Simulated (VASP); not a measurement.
A run of VASP 6.6.1 is set up as follows.

Contents of INCAR:

```
ALGO     = Normal         # electronic algorithm
EDIFF    = 1E-6           # SCF threshold, eV
ENCUT    = 520            # plane-wave cutoff, eV
GGA      = PE             # functional
ISIF     = 2              # what is computed and relaxed
ISMEAR   = 0              # smearing method
ISPIN    = 2              # spin polarisation
LASPH    = True           # aspherical terms in the spheres
LCHARG   = False          # write CHGCAR
LMAXMIX  = 4              # l up to which the mixer works
LORBIT   = 11             # projections on sites
LREAL    = False          # projectors in reciprocal space
LWAVE    = False          # write WAVECAR
MAGMOM   = 0.46 0.46 0 0 0 0 0 0 0 0 0 0 # initial moments
NBANDS   = 48             # bands
NELM     = 150            # most SCF steps
PREC     = Accurate       # precision mode
SIGMA    = 0.1            # smearing width, eV
```

KPOINTS

```
k-points
0
Gamma
  12 12 2
```

Contents of POSCAR:

```
CrC5
1.0
    2.4949387846      0.0000000000      0.0000000000
   -1.2474693923      2.1606803684      0.0000000000
    0.0000000000      0.0000000000     22.5448918397
Cr C
2 10
Direct
    0.6666666667      0.3333333333      0.5459655070
    0.3333333333      0.6666666667      0.4540344930
    0.0000000000      0.0000000000      0.8137974917
    0.6666666667      0.3333333333      0.8137853839
    0.3333333333      0.6666666667      1.0000109821
    0.6666666667      0.3333333333     -0.0000109821
    0.0000000000      0.0000000000      0.1862025083
    0.3333333333      0.6666666667      0.1862146161
    0.0000000000      0.0000000000      0.6334282575
    0.3333333333      0.6666666667      0.6329927527
    0.0000000000      0.0000000000      0.3665717425
    0.6666666667      0.3333333333      0.3670072473
```

Potentials or basis: VASP PAW PBE potentials, release 64 (Cr_pv, C).

Launch:

```bash
$ cat potpaw_PBE.64/Cr_pv/POTCAR potpaw_PBE.64/C/POTCAR > POTCAR
$ mpirun -np 1 vasp_std > vasp.out
```

Q: What does it give for the largest force?

A: 0.021 eV/Å.

Q: What does it give for the pressure?

A: 0.3 GPa.

Q: Predict the net moment.

A: 1.05 μB per cell.

Stress tensor (GPa, compression positive):
```
 0.43  0.00  0.00
 0.00  0.43  0.00
 0.00  0.00 -0.01
```

Caveat: this functional lacks dispersion, which binds the layers, so the pressure and a relaxed spacing across them are unreliable.
